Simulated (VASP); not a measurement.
**Sc3C: relaxation of cell and atoms with PBE**

The system is Sc3C.

```
Sc C
1.0
     0.00000    3.20002    3.20002
     3.20002    0.00000    3.20002
     3.20002    3.20002    0.00000
Sc C
3 1
Direct
  0.25000 0.25000 0.25000
  0.00000 0.00000 0.00000
  0.75000 0.75000 0.75000
  0.50000 0.50000 0.50000
```

The cell was built from a structure type or drawn by symmetry, and may not be a known phase.

```
Program                : VASP 6.6.1
Task                   : relaxation of cell and atoms
Functional             : PBE
Potentials or basis    : VASP PAW PBE potentials, release 64 (Sc_sv, C)
Cutoff                 : 600 eV
k mesh                 : 12 × 12 × 12
Occupations            : gaussian, width 0.1 eV
Spin                   : no spin polarisation
Dipole correction      : no
Further INCAR settings : ALGO = Normal; EDIFF = 1e-07; IBRION = 2; EDIFFG = -0.01; NSW = 100; ISIF = 3
```

```json
{
  "Relaxed volume": "16.72 Å³/atom",
  "Relaxed cell": "a = 4.556 Å, b = 4.556 Å, c = 4.556 Å, α = 60.00°, β = 60.00°, γ = 60.00°",
  "Space group after relaxing (to 0.1 Å)": "Fm-3m (No. 225)",
  "Energy gained by relaxing": "1.4 meV/atom",
  "Ionic steps": "2",
  "Pressure after relaxing": "0.0 GPa",
  "Band gap on the k mesh": "zero (an odd number of electrons rules out a gap without spin polarisation)"
}
```

Step by step:
| step | energy change (eV) | largest force (eV/Å) | pressure (GPa) | volume (Å³) |
| --- | --- | --- | --- | --- |
| 1 | 0.0000 | 0.0000 | 1.36 | 65.54 |
| 2 | -0.0058 | 0.0000 | 0.02 | 66.87 |

Final structure:
```yaml
crystal:
  lattice:
    - [0.00000, 3.22149, 3.22149]
    - [3.22149, 0.00000, 3.22149]
    - [3.22149, 3.22149, 0.00000]
  atoms:
    - { symbol: Sc, position: [0.25000, 0.25000, 0.25000] }
    - { symbol: Sc, position: [0.00000, 0.00000, 0.00000] }
    - { symbol: Sc, position: [0.75000, 0.75000, 0.75000] }
    - { symbol: C, position: [0.50000, 0.50000, 0.50000] }
```

Levels at points of the mesh, in eV from the Fermi level:
| k point | band 16 | band 17 | band 18 | band 19 | band 20 | band 21 | band 22 |
| --- | --- | --- | --- | --- | --- | --- | --- |
| (0.00, 0.00, 0.00) | -2.46 | -1.35 | -1.35 | -1.27 | 0.48 | 0.48 | 0.48 |
| (0.50, 0.00, 0.00) | -2.64 | -0.01 | 0.01 | 0.01 | 0.71 | 0.71 | 1.21 |
| (0.50, 0.50, 0.00) | -1.89 | -1.54 | -1.33 | 0.33 | 0.33 | 0.36 | 1.48 |

Wall time 92 s on 1 thread of Intel(R) Xeon(R) 6975P-C (Granite Rapids), on a shared host, peak memory 0.28 GiB.
